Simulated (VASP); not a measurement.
# H5Pt (P6/mmm) in VASP: single point with PBE

Aim: the single point of H5Pt with PBE.

Everything below comes from runs of VASP 6.6.1. Logs are shortened: lines on timing, memory, paths and dates and some standing lists are left out, and cuts for length are marked.

**1. The cell of the first run**

The structure is hexagonal, space group P6/mmm (No. 191). The conventional cell has a = 3.446 Å, b = 3.446 Å, c = 5.859 Å, α = 90.00°, β = 90.00°, γ = 120.00°. Within 2.3 Å of H (site symmetry mmm) lie 4 H at 1.72 Å and 2 Pt at 1.72 Å. H (site symmetry -6m2) has 3 H at 1.99 Å within 2.6 Å. Within 2.3 Å of Pt (site symmetry 6/mmm) lie 6 H at 1.72 Å.

The cell was generated, and may not be a known phase.

**2. Single point, PBE**

File INCAR:

```
SYSTEM = H5Pt
PREC = Accurate ; ENCUT = 570
EDIFF = 1E-6 ; ISMEAR = 0
SIGMA = 0.1 ; LREAL = .False.
LASPH = .True. ; NELM = 120
ALGO = Normal ; ISIF = 2
LWAVE = .False. ; LCHARG = .False.
GGA = PE ; NBANDS = 20
GGA_COMPAT = .False.
```

File KPOINTS:

```
Automatic mesh
0
Gamma
  12 12 8
  0 0 0
```

File POSCAR:

```
H5Pt
1.0
    3.4461913566      0.0000000000      0.0000000000
   -1.7230956783      2.9844892611      0.0000000000
    0.0000000000      0.0000000000      5.8593127534
H Pt
5 1
Direct
    0.5000000000      0.0000000000      0.0000000000
    0.0000000000      0.5000000000      0.0000000000
    0.5000000000      0.5000000000      0.0000000000
    0.3333333333      0.6666666667      0.5000000000
    0.6666666667      0.3333333333      0.5000000000
    0.0000000000      0.0000000000      0.0000000000
```

Potentials or basis: VASP PAW PBE potentials, release 64 (H, Pt_sv_GW).

The run is started by

```bash
$ cat potpaw_PBE.64/H/POTCAR potpaw_PBE.64/Pt_sv_GW/POTCAR > POTCAR
$ mpirun -np 1 vasp_std > vasp.out
```

OUTCAR:

```text
SYSTEM = H5Pt
   PREC = Accurate
   ENCUT = 570
   EDIFF = 1E-6
   ISMEAR = 0
   LREAL = .False.
   LASPH = .True.
   NELM = 120
   ISIF = 2
   GGA = PE

 ion  position               nearest neighbor table
   1  0.500  0.000  0.000-   6 1.72   6 1.72
   2  0.000  0.500  0.000-   6 1.72   6 1.72
   3  0.500  0.500  0.000-   6 1.72   6 1.72
   4  0.333  0.667  0.500-
   5  0.667  0.333  0.500-
   6  0.000  0.000  0.000-   2 1.72   3 1.72   2 1.72   3 1.72   1 1.72   1 1.72

  LATTYP: Found a hexagonal cell.
 ALAT       =     3.4461913566
 C/A-ratio  =     1.7002284978

  Lattice vectors:

 A1 = (   3.4461913566,   0.0000000000,   0.0000000000)
 A2 = (  -1.7230956783,   2.9844892611,   0.0000000000)
 A3 = (   0.0000000000,   0.0000000000,   5.8593127534)

Analysis of symmetry for initial positions (statically):
=====================================================================
 Subroutine PRICEL returns:
 Original cell was already a primitive cell.

 Routine SETGRP: Setting up the symmetry group for a
 hexagonal supercell.

 Subroutine GETGRP returns: Found 24 space group operations
 (whereof 24 operations were pure point group operations)
 out of a pool of 24 trial point group operations.

The static configuration has the point symmetry D_6h.

Analysis of symmetry for dynamics (positions and initial velocities):
=====================================================================
 Subroutine PRICEL returns:
 Original cell was already a primitive cell.

 Routine SETGRP: Setting up the symmetry group for a
 hexagonal supercell.

 Subroutine GETGRP returns: Found 24 space group operations
 (whereof 24 operations were pure point group operations)
 out of a pool of 24 trial point group operations.

The dynamic configuration has the point symmetry D_6h.

 Subroutine INISYM returns: Found 24 space group operations
 (whereof 24 operations are pure point group operations),
 and found     1 'primitive' translations

----------------------------------------------------------------------------------------

                                     Primitive cell

  volume of cell :      60.2637

  direct lattice vectors                    reciprocal lattice vectors
     3.446191357  0.000000000  0.000000000     0.290175413  0.167532853  0.000000000
    -1.723095678  2.984489261  0.000000000     0.000000000  0.335065706  0.000000000
     0.000000000  0.000000000  5.859312753     0.000000000  0.000000000  0.170668480

  length of vectors
     3.446191357  3.446191357  5.859312753     0.335065706  0.335065706  0.170668480

  position of ions in fractional coordinates (direct lattice)
     0.500000000  0.000000000  0.000000000
     1.000000000  0.500000000  0.000000000
     0.500000000  0.500000000  0.000000000
     0.333333333  0.666666667  0.500000000
     0.666666667  0.333333333  0.500000000
     0.000000000  0.000000000  0.000000000

  ion indices of the primitive-cell ions
   primitive index   ion index
                 1           1
                 2           2
                 3           3
                 4           4
                 5           5
                 6           6

----------------------------------------------------------------------------------------

 KPOINTS: Automatic mesh

Automatic generation of k-mesh.
 Grid dimensions read from file:
 generate k-points for:   12   12    8

 Generating k-lattice:

  Cartesian coordinates                     Fractional coordinates (reciprocal lattice)
     0.024181284  0.013961071  0.000000000     0.083333333 -0.000000000  0.000000000
     0.000000000  0.027922142  0.000000000     0.000000000  0.083333333  0.000000000
     0.000000000  0.000000000  0.021333560     0.000000000  0.000000000  0.125000000

  Length of vectors
     0.027922142  0.027922142  0.021333560

  Shift w.r.t. Gamma in fractional coordinates (k-lattice)
     0.000000000  0.000000000  0.000000000

 Subroutine IBZKPT returns following result:
 ===========================================

 Found     95 irreducible k-points:

 Following reciprocal coordinates:
            Coordinates               Weight
  0.000000  0.000000  0.000000      1.000000
  0.083333  0.000000  0.000000      6.000000
  0.166667  0.000000  0.000000      6.000000
  0.250000  0.000000  0.000000      6.000000
  0.333333  0.000000  0.000000      6.000000
  0.416667  0.000000  0.000000      6.000000
[... 16 lines left out ...]
  0.250000  0.000000  0.125000     12.000000
  0.333333  0.000000  0.125000     12.000000
 [... further k-points ...]
   k-points           NKPTS =     95   k-points in BZ     NKDIM =     95   number of bands    NBANDS=     20
   number of dos      NEDOS =    301   number of ions     NIONS =      6
   total plane-waves  NPLWV =  37632
   dimension x,y,z NGX =    28 NGY =   28 NGZ =   48
   dimension x,y,z NGXF=    56 NGYF=   56 NGZF=   96
   ions per type =               5   1
   NGX,Y,Z   is equivalent  to a cutoff of  13.51, 13.51, 13.62 a.u.
   NGXF,Y,Z  is equivalent  to a cutoff of  27.01, 27.01, 27.24 a.u.
 SYSTEM =  H5Pt
   PREC   = accura    normal or accurate (medium, high low for compatibility)
   ISTART =      0    job   : 0-new  1-cont  2-samecut
   ICHARG =      2    charge: 1-file 2-atom 10-const
   ISPIN  =      1    spin polarized calculation?
   LNONCOLLINEAR =      F non collinear calculations
   LSORBIT =      F    spin-orbit coupling
   LASPH  =      T    aspherical Exc in radial PAW
   ENCUT  =  570.0 eV  41.89 Ry    6.47 a.u.   6.71  6.71 11.41*2*pi/ulx,y,z
   NELM   =    120;   NELMIN=  2; NELMDL= -5     # of ELM steps
   EDIFF  = 0.1E-05   stopping-criterion for ELM
   LREAL  =      F    real-space projection
   EDIFFG = 0.1E-04   stopping-criterion for IOM
   NSW    =      0    number of steps for IOM
   IBRION =     -1    ionic relax: 0-MD 1-quasi-New 2-CG
   NFREE  =      0    steps in history (QN), initial steepest desc. (CG)
   ISIF   =      2    stress and relaxation
   ISYM   =      2    0-nonsym 1-usesym 2-fastsym
   POTIM  = 0.5000    time-step for ionic-motion
   TEBEG  =    0.0;   TEEND  =   0.0 temperature during run
   PSTRESS=    0.0 pullay stress
   NELECT =      23.0000    total number of electrons
   NUPDOWN=      -1.0000    fix difference up-down
   EMIN   =  10.00;   EMAX   =-10.00  energy-range for DOS
   EFERMI =   0.00;   METHOD = LEGACY
   ISMEAR =     0;   SIGMA  =   0.10  broadening in eV -4-tet -1-fermi 0-gaus
   EFERMI_NEDOS =   21; number of points for ismear=-14 and -15
   IALGO  =     38    algorithm
   IMIX   =      4    mixing-type and parameters
     AMIX     =   0.40;   BMIX     =  1.00
     AMIX_MAG =   1.60;   BMIX_MAG =  1.00
  volume/ion in A,a.u.               =      10.04        67.78
  Fermi-wavevector in a.u.,A,eV,Ry     =   1.187496  2.244042 19.186205  1.410146
  Thomas-Fermi vector in A             =   2.323646
   LORBIT       =      0    0 simple, 1 ext, 2 COOP (PROOUT), +10 PAW based schemes
   GGA     = PE    functional components
   LHFCALC =     F    Hartree Fock is set to
   AEXX    =    0.0000 exact exchange contribution
   IVDW    =     0    specifies the selected vdW correction
   LEPSILON=     F    determine dielectric tensor
   LRPA    =     F    only Hartree local field effects (RPA)
 non-spin polarized calculation
 Gauss-broadening in eV      SIGMA  =   0.10
  energy-cutoff  :      570.00
  volume of cell :       60.26
 maximum number of plane-waves:      1890
 NGX is ok and might be reduce to    28
   NGX = 13   NGY = 13   NGZ = 23

 number of electron      22.9999998 magnetization

 Free energy of the ion-electron system (eV)
  ---------------------------------------------------
  ext. energy  EPLUGINS =         0.00000000
  ---------------------------------------------------
  free energy    TOTEN  =       -17.25341356 eV

  energy without entropy =      -17.24614600  energy(sigma->0) =      -17.24977978

 E-fermi :   0.3023     XC(G=0):  -8.6158

 val. band max:        0.2902010287   @ k =   0.3333   0.0833   0.0000
 cond. band min:       0.3036842937   @ k =   0.3333   0.0833   0.1250
 fundamental gap:      0.0134832650
 Fermi energy:         0.3023466283

 k-point     1 :       0.0000    0.0000    0.0000
  band No.  band energies     occupation
      1     -98.0802      2.00000
      2     -52.6247      2.00000
      3     -52.6247      2.00000
      4     -51.5509      2.00000
      5     -11.2989      2.00000
      6      -6.1267      2.00000
[... 12 lines left out ...]
     19      12.3473      0.00000
     20      13.3470      0.00000

 k-point     2 :       0.0833    0.0000    0.0000
  band No.  band energies     occupation
      1     -98.0799      2.00000
      2     -52.6276      2.00000
      3     -52.6254      2.00000
      4     -51.5507      2.00000
      5     -11.1486      2.00000
      6      -6.1911      2.00000
[... 12 lines left out ...]
     19      13.2273      0.00000
     20      13.4981      0.00000

 k-point     3 :       0.1667    0.0000    0.0000
  band No.  band energies     occupation
      1     -98.0797      2.00000
      2     -52.6359      2.00000
      3     -52.6278      2.00000
      4     -51.5501      2.00000
      5     -10.7103      2.00000
      6      -6.3550      2.00000
[... 12 lines left out ...]
     19      13.6406      0.00000
     20      13.8239      0.00000

 k-point     4 :       0.2500    0.0000    0.0000
  band No.  band energies     occupation
      1     -98.0793      2.00000
      2     -52.6471      2.00000
      3     -52.6309      2.00000
      4     -51.5494      2.00000
      5     -10.0315      2.00000
      6      -6.5406      2.00000
[... 429 lines left out ...]
 k-point    23 :       0.2500    0.0000    0.1250
  band No.  band energies     occupation
      1     -98.0793      2.00000
      2     -52.6472      2.00000
      3     -52.6309      2.00000
      4     -51.5495      2.00000
      5     -10.0295      2.00000
      6      -6.5401      2.00000
[... 12 lines left out ...]
     19      12.8930      0.00000
     20      13.1212      0.00000

 k-point    24 :       0.3333    0.0000    0.1250
  band No.  band energies     occupation
      1     -98.0790      2.00000
      2     -52.6586      2.00000
      3     -52.6341      2.00000
      4     -51.5486      2.00000
      5      -9.2310      2.00000
      6      -6.6343      2.00000
[... 12 lines left out ...]
     19      12.6142      0.00000
     20      12.8970      0.00000

 [... further k-points ...]
[... 5 lines left out ...]
  --------------------------------------------------------------------------------------
  -------------------------------------------------------------------------------------
  Total       -0.1690126     -0.1690126     -0.1688298      0.0000000      0.0000000     -0.0000000
  in kB       -4.4933849     -4.4933849     -4.4885250      0.0000000      0.0000000     -0.0000000
  external PRESSURE =      -4.4917649 kB  Pullay stress =       0.0000000 kB

 VOLUME and BASIS-vectors are now :
 -----------------------------------------------------------------------------
  energy-cutoff  :      570.00
  volume of cell :       60.26
      direct lattice vectors                 reciprocal lattice vectors
     3.446191357  0.000000000  0.000000000     0.290175413  0.167532853  0.000000000
    -1.723095678  2.984489261  0.000000000     0.000000000  0.335065706  0.000000000
     0.000000000  0.000000000  5.859312753     0.000000000  0.000000000  0.170668480

 POSITION                                       TOTAL-FORCE (eV/Angst)
 -----------------------------------------------------------------------------------
      1.72310      0.00000      0.00000        -0.000000      0.000000      0.000000
     -0.86155      1.49224      0.00000         0.000000      0.000000      0.000000
      0.86155      1.49224      0.00000         0.000000      0.000000      0.000000
     -0.00000      1.98966      2.92966        -0.000000      0.000000      0.000000
      1.72310      0.99483      2.92966         0.000000      0.000000      0.000000
      0.00000      0.00000      0.00000         0.000000      0.000000      0.000000
 -----------------------------------------------------------------------------------
    total drift:                               -0.000000      0.000000     -0.000000

  FREE ENERGIE OF THE ION-ELECTRON SYSTEM (eV)
  ---------------------------------------------------
  free  energy   TOTEN  =       -17.2534135596 eV

  energy  without entropy=      -17.2461459968  energy(sigma->0) =      -17.24977978
```

Run time: 3.2 min. Hardware: 1 thread of AMD EPYC 7R43 (Zen 3), shared host; peak memory 0.23 GiB.

Results:

```yaml
Free_energy: -17.2534 eV
Pressure: -0.4 GPa
Band_gap_on_the_k_mesh: zero (an odd number of electrons rules out a gap without spin polarisation)
```

Caveat: spin-orbit coupling is left out, which moves the levels of the heavy elements; an odd number of electrons without spin polarisation forces a metal; a magnetic or distorted state may lie lower.
